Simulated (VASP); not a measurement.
CuI, 2 atoms in the cell. It takes space group F-43m (No. 216, cubic). Conventional cell: a = 6.103 Å, b = 6.103 Å, c = 6.103 Å, α = 90.00°, β = 90.00°, γ = 90.00°. I (site symmetry -43m) has 4 Cu at 2.64 Å within 3.5 Å. Cu (site symmetry -43m) has 4 I at 2.64 Å within 3.5 Å. 

- Program: VASP 6.6.1
- Task: single point
- Functional: HF
- Potentials or basis: VASP PAW PBE potentials, release 64 (I, Cu)
- Cutoff: 520 eV
- k mesh: 4 × 4 × 4
- Occupations: fermi-dirac, width 0.05 eV
- Spin: no spin polarisation
- Dipole correction: no
- Grid for exact exchange (PRECFOCK): Normal
- Further INCAR settings: ALGO = Normal; EDIFF = 1e-07; NBANDS = 16
- Share of exact exchange: 1

Potentials or basis: VASP PAW PBE potentials, release 64 (I, Cu).

Launch:

```sh
$ cat potpaw_PBE.64/I/POTCAR potpaw_PBE.64/Cu/POTCAR > POTCAR
$ cp INCAR.step1 INCAR
$ mpirun -np 1 vasp_std > vasp.out
$ cp INCAR.step2 INCAR
$ mpirun -np 1 vasp_std > vasp.out
```

Hardware: 1 thread of Intel(R) Xeon(R) Platinum 8559C (Emerald Rapids), on a shared host.

Problem. Estimate the wall time of this run.

Solution. Run time: 12 min on 1 thread of Intel(R) Xeon(R) Platinum 8559C (Emerald Rapids) (shared host), peak memory 0.19 GiB. Counts: k points 8.
